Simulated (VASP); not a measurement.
A run of VASP 6.6.1:

Contents of INCAR:

```
PREC = Accurate
ENCUT = 520
EDIFF = 1E-6
ISMEAR = 0
SIGMA = 0.1
LREAL = False
LASPH = True
NELM = 60
ALGO = Normal
ISIF = 2
LWAVE = False
LCHARG = False
GGA = PE
IVDW = 12
NBANDS = 20
```

KPOINTS

```
Automatic mesh
0
Gamma
  9 9 9
```

POSCAR

```
MoS2
1.0
    1.5717389947      0.9074439317      5.9740877720
   -1.5717389947      0.9074439317      5.9740877720
    0.0000000000     -1.8148878633      5.9740877720
Mo S
1 2
Direct
    0.0000000000      0.0000000000      0.0000000000
    0.7556519152      0.7556519152      0.7556519152
    0.2443480848      0.2443480848      0.2443480848
```

Potentials or basis: VASP PAW PBE potentials, release 64 (Mo_sv, S).

Run with:

```bash
$ cat potpaw_PBE.64/Mo_sv/POTCAR potpaw_PBE.64/S/POTCAR > POTCAR
$ mpirun -np 1 vasp_std > vasp.out
```

Hardware: 1 thread of Intel(R) Xeon(R) 6975P-C (Granite Rapids) (shared host).

**Question.** How long does it take, and how much memory?

**Answer.** It took 120 s on 1 thread of Intel(R) Xeon(R) 6975P-C (Granite Rapids), with other jobs on the host, peak memory 0.36 GiB. Counts: scf iterations 14, k points 85.
